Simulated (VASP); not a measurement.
TaN: single point with PBEsol

The system is TaN.

```xyz
4
Lattice="3.2901 0.0000 0.0000 -1.6450 2.8493 0.0000 0.0000 0.0000 5.8850" Properties=species:S:1:pos:R:3 pbc="T T T"
Ta    0.0000    1.8995    0.1772
Ta    1.6450    0.9498    3.1196
N     0.0000    1.8995    2.0885
N     1.6450    0.9498    5.0310
```

- Program: VASP 6.6.1
- Task: single point
- Functional: PBEsol
- Potentials or basis: VASP PAW PBE potentials, release 64 (Ta_pv, N)
- Cutoff: 520 eV
- k mesh: 18 × 18 × 8
- Occupations: gaussian, width 0.15 eV
- Spin: no spin polarisation
- Dipole correction: no
- Further INCAR settings: ALGO = Normal; EDIFF = 1e-06; NBANDS = 24

```yaml
Pressure: -11.5 GPa
Largest_force: 1.530 eV/Å
Band_gap_on_the_k_mesh: zero (bands 16 and 17 overlap by 0.65 eV)
```

Forces in eV/Å, atoms in the order of the input:
```
Ta   0.000  0.000 -1.530
Ta   0.000  0.000 -1.530
N    0.000  0.000  1.530
N    0.000  0.000  1.530
```

Stress tensor (GPa, compression positive):
```
-19.81   0.00   0.00
  0.00 -19.81   0.00
  0.00   0.00   5.03
```

Levels at points of the mesh, in eV from the Fermi level:
| k point | band 13 | band 14 | band 15 | band 16 | band 17 | band 18 | band 19 | band 20 |
| --- | --- | --- | --- | --- | --- | --- | --- | --- |
| (0.00, 0.00, 0.00) | -4.52 | -4.52 | -0.86 | -0.77 | -0.13 | -0.13 | 1.87 | 1.87 |
| (0.50, 0.00, 0.00) | -4.74 | -3.69 | -2.14 | -0.40 | 1.44 | 2.00 | 2.37 | 2.73 |
| (0.00, 0.00, 0.50) | -5.09 | -5.09 | 0.43 | 0.43 | 0.85 | 0.85 | 0.85 | 0.85 |
| (0.50, 0.00, 0.50) | -4.87 | -4.87 | -0.61 | -0.61 | 1.63 | 1.63 | 2.72 | 2.72 |

Run time: 65 s on 1 thread of Intel(R) Xeon(R) 6975P-C (Granite Rapids), with other jobs on the host, peak memory 0.33 GiB.

Caveat: the cell stands under tension; the PAW data sets were made with another functional, which shifts forces and pressure a little; spin-orbit coupling is left out, which moves the levels of the heavy elements.
